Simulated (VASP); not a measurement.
Set up this calculation in VASP 6.6.1, as the native input.

* Task: relaxation of cell and atoms
* Functional: PBE
* Potentials or basis: VASP PAW PBE potentials, release 64 (Ti_sv, Pd, Se)
* Cutoff: 600 eV
* k mesh: 3 × 3 × 3
* Occupations: gaussian, width 0.15 eV
* Spin: collinear spin
* Starting moments: [1.0, 0.0, 0.0, 0.0, 0.0, 0.0] μB
* Dipole correction: no
* Further INCAR settings: ALGO = Normal; EDIFF = 1e-07; IBRION = 2; EDIFFG = -0.08; NSW = 36; ISIF = 3

The structure of TiPdSe4 lies in POSCAR:

```
TiPdSe4
1.0
   -3.6066641200      3.6066641200      2.8830989100
    3.6066641200     -3.6066641200      2.8830989100
    3.6066641200      3.6066641200     -2.8830989100
Ti Pd Se
1 1 4
Direct
    0.5000000000      0.5000000000      0.0000000000
    0.0000000000      0.0000000000      0.0000000000
    0.4101766300      0.9101766300      0.8203532700
    0.0898233700      0.5898233700      0.1796467300
    0.5898233700      0.4101766300      0.5000000000
    0.9101766300      0.0898233700      0.5000000000
```

The cell was built from a structure type or drawn by symmetry, and may not be a known phase.

One way to write it, as run:

INCAR

```
SYSTEM = TiPdSe4
PREC = Accurate ; ENCUT = 600
EDIFF = 1E-7 ; ISMEAR = 0
SIGMA = 0.15 ; LREAL = .FALSE.
LASPH = .TRUE. ; NELM = 150
ALGO = Normal ; ISIF = 3
LWAVE = .FALSE. ; LCHARG = .FALSE.
ISPIN = 2 ; MAGMOM = 1 0 0 0 0 0
LORBIT = 11 ; LMAXMIX = 4
GGA = PE ; IBRION = 2
NSW = 36 ; EDIFFG = -0.08
```

KPOINTS

```
regular mesh
0
G
  3 3 3
  0 0 0
```

Potentials or basis: VASP PAW PBE potentials, release 64 (Ti_sv, Pd, Se).

Run with:

```console
$ cat potpaw_PBE.64/Ti_sv/POTCAR potpaw_PBE.64/Pd/POTCAR potpaw_PBE.64/Se/POTCAR > POTCAR
$ mpirun -np 1 vasp_std > vasp.out
```

It gave:

```yaml
Relaxed_volume: 18.94 Å³/atom
Relaxed_cell: a = 5.285 Å, b = 5.285 Å, c = 5.285 Å, α = 110.08°, β = 110.08°, γ = 108.27°
Space_group_after_relaxing_to_0.1_Å: I422 (No. 97)
Energy_gained_by_relaxing: 446.9 meV/atom
Ionic_steps: 7
Pressure_after_relaxing: 0.2 GPa
Largest_force_after_relaxing: 0.075 eV/Å
Band_gap_on_the_k_mesh: zero (filled and empty bands overlap)
Net_moment: 0.00 μB per cell
Valence_electrons_inside_the_program's_atomic_spheres: Ti 10.08; Pd 9.33; Se 3.75
```

Caveat: the k points lie up to 0.48 Å⁻¹ apart in the final cell; the volume moved by over 15 % at a fixed basis, so the end points are rough; the relaxation stopped at a loose force limit of 0.08 eV/Å, so its end isn't a converged minimum.

It took 22 min on 1 thread of Intel Xeon 8259CL, on a shared host, peak memory 0.44 GiB.
